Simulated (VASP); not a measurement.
# BaTiO3 in VASP: a series of runs, part 2 of 2

VASP 6.6.1. The steps go on from the part before.

## (4) Relaxation of cell and atoms, PBE, target pressure 8 GPa, at which the enthalpy is minimised

This run uses another cell than the first one, of 12.45 Å³/atom, 1.190 times its volume.

INCAR reads:

```
SYSTEM = BaTiO3
PREC = Accurate
ENCUT = 600
EDIFF = 1E-6
ISMEAR = 0
SIGMA = 0.02
LREAL = .False.
LASPH = .True.
NELM = 100
ALGO = Normal
ISIF = 3
LWAVE = .False.
LCHARG = .False.
GGA = PE
IBRION = 2
NSW = 70
EDIFFG = -0.008
PSTRESS = 80.0
```

KPOINTS reads:

```
regular mesh
0
Gamma
  6 6 6
  0 0 0
```

POSCAR reads:

```
BaTiO3
1.0
    2.7976277041      1.6152111081      2.2961074913
   -2.7976277041      1.6152111081      2.2961074913
    0.0000000000     -3.2304222161      2.2961074913
Ba Ti O
1 1 3
Direct
    0.0013715972      0.0013715972      0.0013715972
    0.5140928986      0.5140928986      0.5140928986
    0.4878301514      0.9799762015      0.4878301514
    0.4878301514      0.4878301514      0.9799762015
    0.9799762015      0.4878301514      0.4878301514
```

Potentials or basis: VASP PAW PBE potentials, release 64 (Ba_sv, Ti_sv, O).

Command:

```bash
cat potpaw_PBE.64/Ba_sv/POTCAR potpaw_PBE.64/Ti_sv/POTCAR potpaw_PBE.64/O/POTCAR > POTCAR
mpirun -np 1 vasp_std > vasp.out
```

OUTCAR:

```text
SYSTEM = BaTiO3
   PREC = Accurate
   ENCUT = 600
   EDIFF = 1E-6
   ISMEAR = 0
   LREAL = .False.
   LASPH = .True.
   NELM = 100
   ISIF = 3
   GGA = PE
   IBRION = 2
   NSW = 70
   EDIFFG = -0.008
   PSTRESS = 80.0

 ion  position               nearest neighbor table
   1  0.001  0.001  0.001-   3 2.73   5 2.73   4 2.73   4 2.80   4 2.80   3 2.80   5 2.80   3 2.80
                             5 2.80   5 2.89   3 2.89   4 2.89   2 3.36   2 3.40   2 3.40   2 3.40
   2  0.514  0.514  0.514-   4 1.85   3 1.85   5 1.85   4 2.12   3 2.12   5 2.12   1 3.36   1 3.40
                             1 3.40   1 3.40   1 3.46   1 3.46   1 3.46   1 3.53
   3  0.488  0.980  0.488-   2 1.85   2 2.12   1 2.73   1 2.80   1 2.80   1 2.89
   4  0.488  0.488  0.980-   2 1.85   2 2.12   1 2.73   1 2.80   1 2.80   1 2.89
   5  0.980  0.488  0.488-   2 1.85   2 2.12   1 2.73   1 2.80   1 2.80   1 2.89

  LATTYP: Found a trigonal (rhomboedric) cell.
[... 403 lines left out ...]
  free energy    TOTEN  =       -39.95568607 eV

  energy without entropy =      -39.95568607  energy(sigma->0) =      -39.95568607

 E-fermi :   4.0831     XC(G=0): -11.3248

 val. band max:        3.9094253968   @ k =   0.5000   0.5000   0.5000
 cond. band min:       6.0613778342   @ k =   0.0000   0.0000   0.0000
 fundamental gap:      2.1519524374
 Fermi energy:         4.0831032595

 k-point     1 :       0.0000    0.0000    0.0000
  band No.  band energies     occupation
      1     -52.4717      2.00000
      2     -28.7162      2.00000
      3     -28.7162      2.00000
      4     -28.7152      2.00000
      5     -20.8611      2.00000
      6     -12.9804      2.00000
[... 637 lines left out ...]
     23       7.9495      0.00000
     24       9.6981      0.00000

 [... further k-points ...]

------------------------ aborting loop because EDIFF is reached ----------------------------------------

  FORCE on cell =-STRESS in cart. coord.  units (eV):
  Direction    XX          YY          ZZ          XY          YZ          ZX
  --------------------------------------------------------------------------------------
  -------------------------------------------------------------------------------------
  Total        3.1569658      3.1569658      3.1486663     -0.0000000      0.0000000      0.0000000
  in kB       80.0045965     80.0045965     79.7942671     -0.0000000      0.0000000      0.0000000
  external PRESSURE =      -0.0655133 kB  Pullay stress =      80.0000000 kB
[... 24 lines left out ...]
  energy  without entropy=      -39.9556860666  energy(sigma->0) =      -39.95568607

  enthalpy is  TOTEN    =       -36.7989016000 eV   P V=        3.1567844665

 reached required accuracy - stopping structural energy minimisation
```

CONTCAR:

```text
BaTiO3
   1.00000000000000
     2.8147948363150501    1.6251225565183851    2.3034639085691371
    -2.8147948363150501    1.6251225565183851    2.3034639085691371
     0.0000000000000000   -3.2502451129145848    2.3034639085539483
  Ba              Ti              O
     1     1     3
Direct
     0.9986235213422335    0.9986235213422335    0.9986235213422336
     0.5086687233290671    0.5086687233290671    0.5086687233290687
     0.4895463943417930    0.9847159667451068    0.4895463943417919
     0.4895463943417916    0.4895463943417916    0.9847159667451062
     0.9847159667451068    0.4895463943417930    0.4895463943417919

  0.00000000E+00  0.00000000E+00  0.00000000E+00
  0.00000000E+00  0.00000000E+00  0.00000000E+00
  0.00000000E+00  0.00000000E+00  0.00000000E+00
  0.00000000E+00  0.00000000E+00  0.00000000E+00
  0.00000000E+00  0.00000000E+00  0.00000000E+00
```

Run time: 2.1 min. Hardware: 1 thread of Intel Xeon 6975P-C (Granite Rapids), shared host; peak memory 0.22 GiB.

What came out:

```yaml
Free_energy: -39.9557 eV
Relaxed_volume: 12.64 Å³/atom
Relaxed_cell: a = 3.984 Å, b = 3.984 Å, c = 3.984 Å, α = 89.91°, β = 89.91°, γ = 89.91°
Space_group_after_relaxing_to_0.05_Å: R3m (No. 160)
Energy_change_on_relaxing_the_enthalpy_is_what_falls: -16.5 meV/atom
Ionic_steps: 10
Pressure_after_relaxing: 8.0 GPa
Largest_force_after_relaxing: 0.008 eV/Å
Band_gap_on_the_k_mesh: 2.15 eV, indirect (least direct gap 2.44 eV)
```

Forces in eV/Å, atoms in the order of the input:
```
Ba   0.000  0.000 -0.008
Ti   0.000  0.000  0.007
O    0.001 -0.001  0.000
O    0.000  0.001  0.000
O   -0.001 -0.001  0.000
```

Step by step:
```tsv
step	energy change (eV)	largest force (eV/Å)	pressure (GPa)	volume (Å³)
1	0.0000	0.5427	13.03	62.25
2	-0.1532	0.2951	1.03	65.84
3	-0.1025	0.1344	7.61	63.71
4	-0.1010	0.1417	7.67	63.68
5	-0.0948	0.1004	7.88	63.52
6	-0.0723	0.0420	8.53	63.03
7	-0.0761	0.0464	8.46	63.11
8	-0.0911	0.0463	7.31	63.41
9	-0.0836	0.0354	7.89	63.25
10	-0.0823	0.0079	7.99	63.22
```

Final structure:
```
Ba Ti O
1.0
     2.81479    1.62512    2.30346
    -2.81479    1.62512    2.30346
     0.00000   -3.25025    2.30346
Ba Ti O
1 1 3
Direct
  0.99862 0.99862 0.99862
  0.50867 0.50867 0.50867
  0.48955 0.98472 0.48955
  0.48955 0.48955 0.98472
  0.98472 0.48955 0.48955
```

Caveat: the cell is relaxed towards a set pressure, so the enthalpy falls and the energy may rise; spin-orbit coupling is left out, which moves the levels of the heavy elements.

## (5) Relaxation of cell and atoms, PBE

This run uses another cell than the first one, of 13.13 Å³/atom, 1.254 times its volume.

INCAR reads:

```
  ALGO = Normal
  EDIFF = 1E-6
  EDIFFG = -0.005
  ENCUT = 600
  GGA = PE
  IBRION = 2
  ISIF = 3
  ISMEAR = 0
  LASPH = T
  LCHARG = F
  LREAL = F
  LWAVE = F
  NELM = 100
  NSW = 100
  PREC = Accurate
  SIGMA = 0.02
```

KPOINTS reads:

```
k-points
0
Gamma
  6 6 6
```

POSCAR reads:

```
BaTiO3
1.0
    2.8482561214      1.6444414384      2.3355603327
   -2.8482561214      1.6444414384      2.3355603327
    0.0000000000     -3.2888828769      2.3355603327
Ba Ti O
1 1 3
Direct
    0.0001460400      0.0001460400      0.0001460400
    0.5133377100      0.5133377100      0.5133377100
    0.4889503100      0.9797166300      0.4889503100
    0.4889503100      0.4889503100      0.9797166300
    0.9797166300      0.4889503100      0.4889503100
```

Potentials or basis: VASP PAW PBE potentials, release 64 (Ba_sv, Ti_sv, O).

Command:

```bash
cat potpaw_PBE.64/Ba_sv/POTCAR potpaw_PBE.64/Ti_sv/POTCAR potpaw_PBE.64/O/POTCAR > POTCAR
mpirun -np 1 vasp_std > vasp.out
```

OUTCAR:

```text
EDIFF = 1E-6
   EDIFFG = -0.005
   ENCUT = 600
   GGA = PE
   IBRION = 2
   ISIF = 3
   ISMEAR = 0
   LASPH = T
   LREAL = F
   NELM = 100
   NSW = 100
   PREC = Accurate

 ion  position               nearest neighbor table
   1  0.000  0.000  0.000-   4 2.79   3 2.79   5 2.79   4 2.85   4 2.85   3 2.85   5 2.85   3 2.85
                             5 2.85   4 2.92   3 2.92   5 2.92   2 3.41   2 3.46   2 3.46   2 3.46
   2  0.513  0.513  0.513-   3 1.89   5 1.89   4 1.89   3 2.16   5 2.16   4 2.16   1 3.41   1 3.46
                             1 3.46   1 3.46   1 3.52   1 3.52   1 3.52   1 3.60
   3  0.489  0.980  0.489-   2 1.89   2 2.16   1 2.79   1 2.85   1 2.85   1 2.92
   4  0.489  0.489  0.980-   2 1.89   2 2.16   1 2.79   1 2.85   1 2.85   1 2.92
   5  0.980  0.489  0.489-   2 1.89   2 2.16   1 2.79   1 2.85   1 2.85   1 2.92

  LATTYP: Found a trigonal (rhomboedric) cell.
 ALAT       =     4.0338062230
 COS(alpha) =     0.0028556995

  Lattice vectors:

 A1 = (   2.8482561214,   1.6444414384,   2.3355603327)
 A2 = (  -2.8482561214,   1.6444414384,   2.3355603327)
 A3 = (   0.0000000000,  -3.2888828769,   2.3355603327)

Analysis of symmetry for initial positions (statically):
=====================================================================
 Subroutine PRICEL returns:
 Original cell was already a primitive cell.

 Routine SETGRP: Setting up the symmetry group for a
 trigonal (rhombohedral) supercell.

 Subroutine GETGRP returns: Found  6 space group operations
 (whereof  6 operations were pure point group operations)
 out of a pool of 12 trial point group operations.

The static configuration has the point symmetry C_3v.

Analysis of symmetry for dynamics (positions and initial velocities):
=====================================================================
 Subroutine PRICEL returns:
 Original cell was already a primitive cell.

 Routine SETGRP: Setting up the symmetry group for a
 trigonal (rhombohedral) supercell.

 Subroutine GETGRP returns: Found  6 space group operations
 (whereof  6 operations were pure point group operations)
 out of a pool of 12 trial point group operations.

The dynamic configuration has the point symmetry C_3v.

 Subroutine INISYM returns: Found  6 space group operations
 (whereof  6 operations are pure point group operations),
 and found     1 'primitive' translations

----------------------------------------------------------------------------------------

                                     Primitive cell

  volume of cell :      65.6357

  direct lattice vectors                    reciprocal lattice vectors
     2.848256121  1.644441438  2.335560333     0.175546011  0.101351537  0.142720926
    -2.848256121  1.644441438  2.335560333    -0.175546011  0.101351537  0.142720926
     0.000000000 -3.288882877  2.335560333     0.000000000 -0.202703073  0.142720926

  length of vectors
     4.033806223  4.033806223  4.033806223     0.247906835  0.247906835  0.247906835

  position of ions in fractional coordinates (direct lattice)
     0.000146040  0.000146040  0.000146040
     0.513337710  0.513337710  0.513337710
     0.488950310  0.979716630  0.488950310
     0.488950310  0.488950310  0.979716630
     0.979716630  0.488950310  0.488950310

  ion indices of the primitive-cell ions
   primitive index   ion index
                 1           1
                 2           2
                 3           3
                 4           4
                 5           5
[... 69 lines left out ...]
   LASPH  =      T    aspherical Exc in radial PAW
   ENCUT  =  600.0 eV  44.10 Ry    6.64 a.u.   8.06  8.06  8.06*2*pi/ulx,y,z
   NELM   =    100;   NELMIN=  2; NELMDL= -5     # of ELM steps
   EDIFF  = 0.1E-05   stopping-criterion for ELM
   LREAL  =      F    real-space projection
   EDIFFG = -.5E-02   stopping-criterion for IOM
   NSW    =    100    number of steps for IOM
   IBRION =      2    ionic relax: 0-MD 1-quasi-New 2-CG
   NFREE  =      1    steps in history (QN), initial steepest desc. (CG)
   ISIF   =      3    stress and relaxation
   ISYM   =      2    0-nonsym 1-usesym 2-fastsym
   POTIM  = 0.5000    time-step for ionic-motion
   TEBEG  =    0.0;   TEEND  =   0.0 temperature during run
   PSTRESS=    0.0 pullay stress
   NELECT =      40.0000    total number of electrons
   NUPDOWN=      -1.0000    fix difference up-down
   EMIN   =  10.00;   EMAX   =-10.00  energy-range for DOS
   EFERMI =   0.00;   METHOD = LEGACY
   ISMEAR =     0;   SIGMA  =   0.02  broadening in eV -4-tet -1-fermi 0-gaus
   EFERMI_NEDOS =   21; number of points for ismear=-14 and -15
   IALGO  =     38    algorithm
   IMIX   =      4    mixing-type and parameters
     AMIX     =   0.40;   BMIX     =  1.00
     AMIX_MAG =   1.60;   BMIX_MAG =  1.00
  volume/ion in A,a.u.               =      13.13        88.59
  Fermi-wavevector in a.u.,A,eV,Ry     =   1.387975  2.622892 26.211269  1.926474
  Thomas-Fermi vector in A             =   2.512145
   LORBIT       =      0    0 simple, 1 ext, 2 COOP (PROOUT), +10 PAW based schemes
   GGA     = PE    functional components
   LHFCALC =     F    Hartree Fock is set to
   AEXX    =    0.0000 exact exchange contribution
   IVDW    =     0    specifies the selected vdW correction
   LEPSILON=     F    determine dielectric tensor
   LRPA    =     F    only Hartree local field effects (RPA)
 conjugate gradient relaxation of ions
 non-spin polarized calculation
 Gauss-broadening in eV      SIGMA  =   0.02
  energy-cutoff  :      600.00
  volume of cell :       65.64
 maximum number of plane-waves:      2260
   NGX = 17   NGY = 17   NGZ = 17

--------------------------------------- Ionic step        1  -------------------------------------------

 number of electron      39.9999997 magnetization

 Free energy of the ion-electron system (eV)
  ---------------------------------------------------
  ext. energy  EPLUGINS =         0.00000000
  ---------------------------------------------------
  free energy    TOTEN  =       -40.04412907 eV

  energy without entropy =      -40.04412907  energy(sigma->0) =      -40.04412907

------------------------ aborting loop because EDIFF is reached ----------------------------------------

  FORCE on cell =-STRESS in cart. coord.  units (eV):
  Direction    XX          YY          ZZ          XY          YZ          ZX
  --------------------------------------------------------------------------------------
  -------------------------------------------------------------------------------------
  Total        1.1843371      1.1843371      1.1844036      0.0000000     -0.0000000     -0.0000000
  in kB       28.9098688     28.9098688     28.9114922      0.0000000     -0.0000000     -0.0000000
  external PRESSURE =      28.9104099 kB  Pullay stress =       0.0000000 kB
[... 98 lines left out ...]
  FREE ENERGIE OF THE ION-ELECTRON SYSTEM (eV)
  ---------------------------------------------------
  free  energy   TOTEN  =       -40.0550011729 eV

  energy  without entropy=      -40.0550011729  energy(sigma->0) =      -40.05500117

[... ionic steps 4 to 11 ...]

--------------------------------------- Ionic step       12  -------------------------------------------

 number of electron      40.0000006 magnetization

------------------------ aborting loop because EDIFF is reached ----------------------------------------
[... 73 lines left out ...]
--------------------------------------- Ionic step       14  -------------------------------------------

 number of electron      40.0000006 magnetization

 Free energy of the ion-electron system (eV)
  ---------------------------------------------------
  ext. energy  EPLUGINS =         0.00000000
  ---------------------------------------------------
  free energy    TOTEN  =       -40.06270301 eV

  energy without entropy =      -40.06270301  energy(sigma->0) =      -40.06270301

 E-fermi :   3.4505     XC(G=0): -10.9526

 val. band max:        3.3509883958   @ k =   0.5000   0.5000   0.5000
 cond. band min:       5.9281098020   @ k =   0.0000   0.0000   0.0000
 fundamental gap:      2.5771214062
 Fermi energy:         3.4504612371

 k-point     1 :       0.0000    0.0000    0.0000
  band No.  band energies     occupation
      1     -52.9668      2.00000
      2     -29.2214      2.00000
      3     -29.2157      2.00000
      4     -29.2157      2.00000
      5     -21.5767      2.00000
      6     -13.3305      2.00000
[... 637 lines left out ...]
     23       7.3643      0.00000
     24       8.9021      0.00000

 [... further k-points ...]

------------------------ aborting loop because EDIFF is reached ----------------------------------------

  FORCE on cell =-STRESS in cart. coord.  units (eV):
  Direction    XX          YY          ZZ          XY          YZ          ZX
  --------------------------------------------------------------------------------------
  -------------------------------------------------------------------------------------
  Total        0.0091578      0.0091578     -0.0192871      0.0000000      0.0000000     -0.0000000
  in kB        0.2170212      0.2170212     -0.4570644      0.0000000      0.0000000     -0.0000000
  external PRESSURE =      -0.0076740 kB  Pullay stress =       0.0000000 kB
[... 20 lines left out ...]
  FREE ENERGIE OF THE ION-ELECTRON SYSTEM (eV)
  ---------------------------------------------------
  free  energy   TOTEN  =       -40.0627030137 eV

  energy  without entropy=      -40.0627030137  energy(sigma->0) =      -40.06270301

 reached required accuracy - stopping structural energy minimisation
```

OSZICAR:

```text
N       E                     dE             d eps       ncg     rms          rms(c)
DAV:   1     0.479385238137E+03    0.47939E+03   -0.23231E+04  1536   0.200E+03
[... 113 lines left out ...]
DAV:   3    -0.400626991754E+02    0.10054E-05   -0.95051E-06  1920   0.192E-02    0.394E-03
DAV:   4    -0.400626988638E+02    0.31164E-06   -0.15848E-06  1104   0.106E-02
  13 F= -.40062699E+02 E0= -.40062699E+02  d E =-.990958E-05
       N       E                     dE             d eps       ncg     rms          rms(c)
DAV:   1    -0.400626933638E+02    0.58116E-05   -0.15617E-03  1880   0.605E-01    0.168E-02
DAV:   2    -0.400627039305E+02   -0.10567E-04   -0.14519E-04  1552   0.905E-02    0.126E-02
DAV:   3    -0.400627030137E+02    0.91681E-06   -0.64469E-06  2048   0.215E-02
  14 F= -.40062703E+02 E0= -.40062703E+02  d E =-.414992E-05
```

CONTCAR:

```text
BaTiO3
   1.00000000000000
     2.8729324773093530    1.6586883391267533    2.3646050498355549
    -2.8729324773093530    1.6586883391267533    2.3646050498355549
     0.0000000000000000   -3.3173766783556169    2.3646050498364319
  Ba              Ti              O
     1     1     3
Direct
     0.0029117409207474    0.0029117409207474    0.0029117409207474
     0.5179730602806120    0.5179730602806120    0.5179730602806117
     0.4872169980553952    0.9757822026878475    0.4872169980553951
     0.4872169980553952    0.4872169980553952    0.9757822026878477
     0.9757822026878475    0.4872169980553952    0.4872169980553951

  0.00000000E+00  0.00000000E+00  0.00000000E+00
  0.00000000E+00  0.00000000E+00  0.00000000E+00
  0.00000000E+00  0.00000000E+00  0.00000000E+00
  0.00000000E+00  0.00000000E+00  0.00000000E+00
  0.00000000E+00  0.00000000E+00  0.00000000E+00
```

Wall time 2.3 min (1 thread of Intel Xeon 6975P-C (Granite Rapids), shared host); peak memory 0.23 GiB.

Results:

```yaml
Free_energy: -40.0627 eV
Relaxed_volume: 13.52 Å³/atom
Relaxed_cell: a = 4.074 Å, b = 4.074 Å, c = 4.074 Å, α = 89.69°, β = 89.69°, γ = 89.69°
Space_group_after_relaxing_to_0.05_Å: R3m (No. 160)
Energy_gained_by_relaxing: 3.7 meV/atom
Ionic_steps: 14
Pressure_after_relaxing: 0.0 GPa
Largest_force_after_relaxing: 0.004 eV/Å
Band_gap_on_the_k_mesh: 2.58 eV, indirect (least direct gap 3.13 eV)
```

Forces in eV/Å, atoms in the order of the input:
```
Ba   0.000  0.000 -0.004
Ti   0.000  0.000 -0.001
O    0.000  0.000  0.002
O    0.000  0.000  0.002
O    0.000  0.000  0.002
```

Step by step:
```
step  energy change (eV)  largest force (eV/Å)  pressure (GPa)  volume (Å³)
   1              0.0000                0.0592            2.89        65.64
   2             -0.0030                0.3685           -2.38        67.91
   3             -0.0109                0.2286           -0.04        66.85
   4             -0.0148                0.1570           -0.01        67.08
   5             -0.0176                0.0780            0.17        67.48
   6             -0.0181                0.0577           -0.31        67.74
   7             -0.0181                0.0573           -0.30        67.74
   8             -0.0185                0.0340           -0.01        67.65
   9             -0.0185                0.0389            0.03        67.63
  10             -0.0186                0.0099           -0.05        67.64
  11             -0.0186                0.0066           -0.05        67.64
  12             -0.0186                0.0062            0.03        67.60
  13             -0.0186                0.0064            0.01        67.61
  14             -0.0186                0.0038            0.00        67.61
```

Final structure:
```
Ba Ti O
1.0
     2.87293    1.65869    2.36461
    -2.87293    1.65869    2.36461
     0.00000   -3.31738    2.36461
Ba Ti O
1 1 3
Direct
  0.00291 0.00291 0.00291
  0.51797 0.51797 0.51797
  0.48722 0.97578 0.48722
  0.48722 0.48722 0.97578
  0.97578 0.48722 0.48722
```

Caveat: spin-orbit coupling is left out, which moves the levels of the heavy elements. A k mesh can miss the band edges.

## (6) Summary

| cell | k mesh | gap on the mesh (eV) | pressure (GPa) | largest force (eV/Å) |
| --- | --- | --- | --- | --- |
| relaxed to 60 GPa from a = 3.740 Å, 5 atoms | 8 × 8 × 8 | 1.98 | 60.0 | - |
| relaxed to 15 GPa from a = 3.908 Å, angles 89.9°, 5 atoms | 6 × 6 × 6 | 1.93 | 15.0 | 0.01 |
| relaxed to 8 GPa from a = 3.963 Å, angles 89.8°, 5 atoms | 6 × 6 × 6 | 2.15 | 8.0 | 0.01 |
| relaxed from a = 4.034 Å, angles 89.8°, 5 atoms | 6 × 6 × 6 | 2.58 | 0.0 | - |

Alike in all rows: task relaxation of cell and atoms; level PBE; potentials or basis VASP PAW PBE potentials, release 64 (Ba_sv, Ti_sv, O); no spin polarisation; cutoff (eV) 600; smearing gaussian 0.02 eV.

Caveats: spin-orbit coupling is left out, which moves the levels of the heavy elements; the cell is relaxed towards a set pressure, so the enthalpy falls and the energy may rise (some runs).

Total energies depend on the potentials used, so only differences within one code and one set of settings carry meaning.
